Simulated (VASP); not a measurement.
# ScAl in VASP: a series of runs

Runs on ScAl. Level: r2SCAN. Tasks: single point, relaxation of the atoms.

Program: VASP 6.6.1. These are calculated values, not measurements. Logs are shortened: lines on timing, memory, paths and dates and some standing lists are left out, and cuts for length are marked.

## 1. The cell of the first run

The typed cell holds 2 atoms: a = 3.370 Å, b = 3.370 Å, c = 3.370 Å, α = 90.00°, β = 90.00°, γ = 90.00°.

## 2. Single point, r2SCAN

Input file POSCAR:

```
ScAl
1.0
    3.3703490000      0.0000000000      0.0000000000
    0.0000000000      3.3703490000      0.0000000000
    0.0000000000      0.0000000000      3.3703490000
Sc Al
1 1
Direct
    0.4943904878      0.5186982561      0.5183090526
   -0.0056856375      0.0186169372      0.0183703177
```

Input file INCAR.step1:

```
PREC     = Accurate       # precision mode
ENCUT    = 550            # plane-wave cutoff, eV
ISMEAR   = -1             # smearing method
SIGMA    = 0.15           # smearing width, eV
LREAL    = F              # projectors in reciprocal space
LASPH    = T              # aspherical terms in the spheres
NELM     = 120            # most SCF steps
NBANDS   = 14             # bands
GGA      = PE             # functional
ALGO     = Normal         # electronic algorithm
EDIFF    = 1E-5           # SCF threshold, eV
LWAVE    = T              # write WAVECAR
LCHARG   = F              # write CHGCAR
GGA_COMPAT= F
```

Input file INCAR.step2:

```
PREC     = Accurate       # precision mode
ENCUT    = 550            # plane-wave cutoff, eV
EDIFF    = 1E-6           # SCF threshold, eV
ISMEAR   = -1             # smearing method
SIGMA    = 0.15           # smearing width, eV
LREAL    = F              # projectors in reciprocal space
LASPH    = T              # aspherical terms in the spheres
NELM     = 120            # most SCF steps
ALGO     = Normal         # electronic algorithm
ISIF     = 2              # what is computed and relaxed
LWAVE    = F              # write WAVECAR
LCHARG   = F              # write CHGCAR
METAGGA  = R2SCAN         # meta-GGA
LMIXTAU  = T            
NBANDS   = 14             # bands
ISTART   = 1            
GGA_COMPAT= F
```

Input file KPOINTS:

```
regular mesh
0
Gamma
  5 5 5
```

Potentials or basis: VASP PAW PBE potentials, release 64 (Sc_sv, Al).

Command:

```console
cat potpaw_PBE.64/Sc_sv/POTCAR potpaw_PBE.64/Al/POTCAR > POTCAR
cp INCAR.step1 INCAR
mpirun -np 1 vasp_std > vasp.out
cp INCAR.step2 INCAR
mpirun -np 1 vasp_std > vasp.out
```

OUTCAR:

```text
PREC = Accurate
   ENCUT = 550
   EDIFF = 1E-6
   ISMEAR = -1
   LREAL = F
   LASPH = T
   NELM = 120
   ISIF = 2
   METAGGA = R2SCAN
   ISTART = 1

 ion  position               nearest neighbor table
   1  0.494  0.519  0.518-   2 2.92   2 2.92   2 2.92   2 2.92   2 2.92   2 2.92   2 2.92   2 2.92

   2  0.994  0.019  0.018-   1 2.92   1 2.92   1 2.92   1 2.92   1 2.92   1 2.92   1 2.92   1 2.92

  LATTYP: Found a simple cubic cell.
 ALAT       =     3.3703490000

  Lattice vectors:

 A1 = (   3.3703490000,   0.0000000000,   0.0000000000)
 A2 = (   0.0000000000,   3.3703490000,   0.0000000000)
 A3 = (   0.0000000000,   0.0000000000,   3.3703490000)

Analysis of symmetry for initial positions (statically):
=====================================================================
 Subroutine PRICEL returns:
 Original cell was already a primitive cell.

 Routine SETGRP: Setting up the symmetry group for a
 simple cubic supercell.

 Subroutine GETGRP returns: Found  2 space group operations
 (whereof  1 operations were pure point group operations)
 out of a pool of 48 trial point group operations.

The static configuration has the point symmetry C_1 .
 The point group associated with its full space group is C_1h.

Analysis of symmetry for dynamics (positions and initial velocities):
=====================================================================
 Subroutine PRICEL returns:
 Original cell was already a primitive cell.

 Routine SETGRP: Setting up the symmetry group for a
 simple cubic supercell.

 Subroutine GETGRP returns: Found  2 space group operations
 (whereof  1 operations were pure point group operations)
 out of a pool of 48 trial point group operations.

The dynamic configuration has the point symmetry C_1 .
 The point group associated with its full space group is C_1h.

 Subroutine INISYM returns: Found  2 space group operations
 (whereof  1 operations are pure point group operations),
 and found     1 'primitive' translations

----------------------------------------------------------------------------------------

                                     Primitive cell

  volume of cell :      38.2846

  direct lattice vectors                    reciprocal lattice vectors
     3.370349000  0.000000000  0.000000000     0.296705178  0.000000000  0.000000000
     0.000000000  3.370349000  0.000000000     0.000000000  0.296705178  0.000000000
     0.000000000  0.000000000  3.370349000     0.000000000  0.000000000  0.296705178

  length of vectors
     3.370349000  3.370349000  3.370349000     0.296705178  0.296705178  0.296705178

  position of ions in fractional coordinates (direct lattice)
     0.494390488  0.518698256  0.518309053
     0.994314362  0.018616937  0.018370318

  ion indices of the primitive-cell ions
   primitive index   ion index
                 1           1
                 2           2

----------------------------------------------------------------------------------------

 KPOINTS: regular mesh

Automatic generation of k-mesh.
 Grid dimensions read from file:
 generate k-points for:    5    5    5

 Generating k-lattice:

  Cartesian coordinates                     Fractional coordinates (reciprocal lattice)
     0.059341036  0.000000000  0.000000000     0.200000000  0.000000000  0.000000000
     0.000000000  0.059341036  0.000000000     0.000000000  0.200000000  0.000000000
     0.000000000  0.000000000  0.059341036     0.000000000  0.000000000  0.200000000

  Length of vectors
     0.059341036  0.059341036  0.059341036

  Shift w.r.t. Gamma in fractional coordinates (k-lattice)
     0.000000000  0.000000000  0.000000000

 Subroutine IBZKPT returns following result:
 ===========================================

 Found     39 irreducible k-points:

 Following reciprocal coordinates:
            Coordinates               Weight
  0.000000  0.000000  0.000000      1.000000
  0.200000  0.000000  0.000000      4.000000
  0.000000  0.000000  0.200000      2.000000
  0.400000  0.000000  0.000000      4.000000
  0.000000  0.000000  0.400000      2.000000
  0.200000  0.200000  0.000000      2.000000
[... 16 lines left out ...]
  0.400000  0.200000  0.200000      4.000000
  0.200000  0.200000  0.400000      2.000000
 [... further k-points ...]
   k-points           NKPTS =     39   k-points in BZ     NKDIM =     39   number of bands    NBANDS=     14
   number of dos      NEDOS =    301   number of ions     NIONS =      2
   total plane-waves  NPLWV =  21952
   dimension x,y,z NGX =    28 NGY =   28 NGZ =   28
   dimension x,y,z NGXF=    56 NGYF=   56 NGZF=   56
   ions per type =               1   1
   NGX,Y,Z   is equivalent  to a cutoff of  13.81, 13.81, 13.81 a.u.
   NGXF,Y,Z  is equivalent  to a cutoff of  27.62, 27.62, 27.62 a.u.
 SYSTEM =  unknown system
   PREC   = accura    normal or accurate (medium, high low for compatibility)
   ISTART =      1    job   : 0-new  1-cont  2-samecut
   ICHARG =      0    charge: 1-file 2-atom 10-const
   ISPIN  =      1    spin polarized calculation?
   LNONCOLLINEAR =      F non collinear calculations
   LSORBIT =      F    spin-orbit coupling
   LASPH  =      T    aspherical Exc in radial PAW
   ENCUT  =  550.0 eV  40.42 Ry    6.36 a.u.   6.44  6.44  6.44*2*pi/ulx,y,z
   NELM   =    120;   NELMIN=  2; NELMDL=  0     # of ELM steps
   EDIFF  = 0.1E-05   stopping-criterion for ELM
   LREAL  =      F    real-space projection
   EDIFFG = 0.1E-04   stopping-criterion for IOM
   NSW    =      0    number of steps for IOM
   IBRION =     -1    ionic relax: 0-MD 1-quasi-New 2-CG
   NFREE  =      0    steps in history (QN), initial steepest desc. (CG)
   ISIF   =      2    stress and relaxation
   ISYM   =      2    0-nonsym 1-usesym 2-fastsym
   POTIM  = 0.5000    time-step for ionic-motion
   TEBEG  =    0.0;   TEEND  =   0.0 temperature during run
   PSTRESS=    0.0 pullay stress
   NELECT =      14.0000    total number of electrons
   NUPDOWN=      -1.0000    fix difference up-down
   EMIN   =  10.00;   EMAX   =-10.00  energy-range for DOS
   EFERMI =   0.00;   METHOD = LEGACY
   ISMEAR =    -1;   SIGMA  =   0.15  broadening in eV -4-tet -1-fermi 0-gaus
   EFERMI_NEDOS =   21; number of points for ismear=-14 and -15
   IALGO  =     38    algorithm
   IMIX   =      4    mixing-type and parameters
     AMIX     =   0.40;   BMIX     =  1.00
     AMIX_MAG =   1.60;   BMIX_MAG =  1.00
  volume/ion in A,a.u.               =      19.14       129.18
  Fermi-wavevector in a.u.,A,eV,Ry     =   1.170692  2.212287 18.647052  1.370520
  Thomas-Fermi vector in A             =   2.307147
   LORBIT       =      0    0 simple, 1 ext, 2 COOP (PROOUT), +10 PAW based schemes
   METAGGA = R2SCAN    functional components
   LHFCALC =     F    Hartree Fock is set to
   AEXX    =    0.0000 exact exchange contribution
   IVDW    =     0    specifies the selected vdW correction
   LEPSILON=     F    determine dielectric tensor
   LRPA    =     F    only Hartree local field effects (RPA)
 non-spin polarized calculation
  energy-cutoff  :      550.00
  volume of cell :       38.28
 maximum number of plane-waves:      1141
 NGX is ok and might be reduce to    28
   NGX = 13   NGY = 13   NGZ = 13

 number of electron      14.0000000 magnetization

 Free energy of the ion-electron system (eV)
  ---------------------------------------------------
  ext. energy  EPLUGINS =         0.00000000
  ---------------------------------------------------
  free energy    TOTEN  =       -19.06613802 eV

  energy without entropy =      -18.99998902  energy(sigma->0) =      -19.03306352

 E-fermi :   6.1049     XC(G=0): -11.0239

 val. band max:        5.7505473798   @ k =   0.0000   0.0000   0.2000
 cond. band min:       6.1661764337   @ k =  -0.4000   0.0000   0.4000
 fundamental gap:      0.4156290540
 Fermi energy:         6.1048799569

 k-point     1 :       0.0000    0.0000    0.0000
  band No.  band energies     occupation
      1     -45.4538      2.00000
      2     -23.0671      2.00000
      3     -23.0671      2.00000
      4     -23.0671      2.00000
      5      -2.8909      2.00000
      6       5.4478      1.97527
      7       5.4479      1.97526
      8       9.0933      0.00000
      9       9.0933      0.00000
     10       9.0933      0.00000
     11      10.0193      0.00000
     12      10.0193      0.00000
     13      10.0193      0.00000
     14      15.0265      0.00000

 k-point     2 :       0.2000    0.0000    0.0000
  band No.  band energies     occupation
      1     -45.4485      2.00000
      2     -23.1328      2.00000
      3     -23.0612      2.00000
      4     -23.0612      2.00000
      5      -2.2966      2.00000
      6       4.5852      1.99992
      7       5.7505      1.82783
      8       7.9750      0.00001
      9       7.9750      0.00001
     10       9.1742      0.00000
     11       9.3160      0.00000
     12      11.5541      0.00000
     13      11.5541      0.00000
     14      14.0938      0.00000

 k-point     3 :       0.0000    0.0000    0.2000
  band No.  band energies     occupation
      1     -45.4485      2.00000
      2     -23.1328      2.00000
      3     -23.0612      2.00000
      4     -23.0612      2.00000
      5      -2.2966      2.00000
      6       4.5853      1.99992
      7       5.7505      1.82780
      8       7.9750      0.00001
      9       7.9750      0.00001
     10       9.1742      0.00000
     11       9.3159      0.00000
     12      11.5541      0.00000
     13      11.5542      0.00000
     14      14.0938      0.00000

 k-point     4 :       0.4000    0.0000    0.0000
  band No.  band energies     occupation
      1     -45.4399      2.00000
      2     -23.2373      2.00000
      3     -23.0517      2.00000
      4     -23.0517      2.00000
      5      -0.6715      2.00000
      6       2.1061      2.00000
      7       6.3634      0.30286
      8       7.1419      0.00199
      9       7.1419      0.00199
     10       9.3104      0.00000
     11       9.9690      0.00000
     12      12.5717      0.00000
     13      13.8127      0.00000
     14      13.8127      0.00000

 k-point     5 :       0.0000    0.0000    0.4000
  band No.  band energies     occupation
      1     -45.4399      2.00000
      2     -23.2373      2.00000
      3     -23.0517      2.00000
      4     -23.0517      2.00000
      5      -0.6715      2.00000
      6       2.1061      2.00000
      7       6.3634      0.30280
      8       7.1419      0.00199
      9       7.1419      0.00199
     10       9.3103      0.00000
     11       9.9689      0.00000
[... 276 lines left out ...]
 k-point    22 :      -0.2000   -0.2000    0.2000
  band No.  band energies     occupation
      1     -45.4380      2.00000
      2     -23.1238      2.00000
      3     -23.1155      2.00000
      4     -23.1155      2.00000
      5      -1.2103      2.00000
      6       4.9882      1.99883
      7       4.9882      1.99883
      8       6.5637      0.08969
      9       7.7314      0.00004
     10       7.7314      0.00004
     11      11.0212      0.00000
     12      11.0212      0.00000
     13      11.2759      0.00000
     14      16.4935      0.00000

 k-point    23 :       0.4000    0.2000    0.2000
  band No.  band energies     occupation
      1     -45.4296      2.00000
      2     -23.2186      2.00000
      3     -23.1089      2.00000
      4     -23.1045      2.00000
      5       0.1704      2.00000
      6       3.0076      2.00000
      7       5.2411      1.99371
      8       6.9948      0.00529
      9       7.1716      0.00163
     10       7.9625      0.00001
     11      10.2719      0.00000
     12      11.4468      0.00000
     13      12.4561      0.00000
     14      14.2592      0.00000

 k-point    24 :       0.2000    0.2000    0.4000
  band No.  band energies     occupation
      1     -45.4296      2.00000
      2     -23.2186      2.00000
      3     -23.1089      2.00000
      4     -23.1045      2.00000
      5       0.1704      2.00000
      6       3.0076      2.00000
      7       5.2411      1.99371
      8       6.9948      0.00529
      9       7.1716      0.00163
     10       7.9625      0.00001
     11      10.2718      0.00000
     12      11.4468      0.00000
     13      12.4561      0.00000
     14      14.2592      0.00000

 [... further k-points ...]
[... 5 lines left out ...]
  --------------------------------------------------------------------------------------
  -------------------------------------------------------------------------------------
  Total        0.0568900      0.0568900      0.0561678     -0.0000089     -0.0000009     -0.0000021
  in kB        2.3807929      2.3807929      2.3505715     -0.0003720     -0.0000380     -0.0000892
  external PRESSURE =       2.3707191 kB  Pullay stress =       0.0000000 kB

 VOLUME and BASIS-vectors are now :
 -----------------------------------------------------------------------------
  energy-cutoff  :      550.00
  volume of cell :       38.28
      direct lattice vectors                 reciprocal lattice vectors
     3.370349000  0.000000000  0.000000000     0.296705178  0.000000000  0.000000000
     0.000000000  3.370349000  0.000000000     0.000000000  0.296705178  0.000000000
     0.000000000  0.000000000  3.370349000     0.000000000  0.000000000  0.296705178

 POSITION                                       TOTAL-FORCE (eV/Angst)
 -----------------------------------------------------------------------------------
      1.66627      1.74819      1.74688        -0.001548     -0.001548      0.001186
      3.35119      0.06275      0.06191         0.001548      0.001548     -0.001186
 -----------------------------------------------------------------------------------
    total drift:                                0.000643     -0.000821      0.000011

  FREE ENERGIE OF THE ION-ELECTRON SYSTEM (eV)
  ---------------------------------------------------
  free  energy   TOTEN  =       -19.0661380160 eV

  energy  without entropy=      -18.9999890228  energy(sigma->0) =      -19.03306352
```

Run time: 47 s. Hardware: 1 thread of Intel Xeon 6975P-C (Granite Rapids), shared host; peak memory 0.17 GiB.

Results:

* Free energy: -19.0661 eV
* Pressure: 0.2 GPa
* Band gap on the k mesh: zero (bands 7 and 8 overlap by 0.20 eV)

Forces in eV/Å, atoms in the order of the input:
```
Sc  -0.002 -0.002  0.001
Al   0.002  0.002 -0.001
```

Caveat: the k points lie up to 0.37 Å⁻¹ apart; the PAW data sets were made with another functional, which shifts forces and pressure a little.

[end of part 1 of 2]
